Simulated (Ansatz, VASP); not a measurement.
# One calculation of CsBr, two programs

```xyz
2
Lattice="4.2860 0.0000 0.0000 0.0000 4.2860 0.0000 0.0000 0.0000 4.2860" Properties=species:S:1:pos:R:3 pbc="T T T"
Cs    0.0000    0.0000    0.0000
Br    2.1430    2.1430    2.1430
```

Alike in both runs: task relaxation of cell and atoms; functional PBEsol; k mesh 10 × 10 × 10; occupations fermi-dirac, width 0.08 eV; no spin polarisation.

```csv
,VASP,Ansatz
version,VASP 6.6.1,Ansatz 0.2.0
potentials or method,"VASP PAW PBE potentials, release 64 (Cs_sv, Br)","PAW with Ansatz's default frozen-core files, scalar-relativistic"
plane-wave cutoff (eV),500,420
valence electrons in the cell,16,16
```

Ansatz gave:

| Item | Value |
| --- | --- |
| gap on the k mesh at the Fermi level, each at its own relaxed structure (eV) | 4.45 |
| relaxed volume (Å³/atom) | 38.12 |
| relaxed length of the cell vector where the two differ most in proportion (Å) | 4.240 |

Problem. Estimate VASP's values.

Solution. gap on the k mesh at the Fermi level, each at its own relaxed structure (eV): 4.42; relaxed volume (Å³/atom): 38.32; relaxed length of the cell vector where the two differ most in proportion (Å): 4.248.

VASP's potentials were made for PBE, not for PBEsol.

Neither program's run includes spin-orbit coupling.
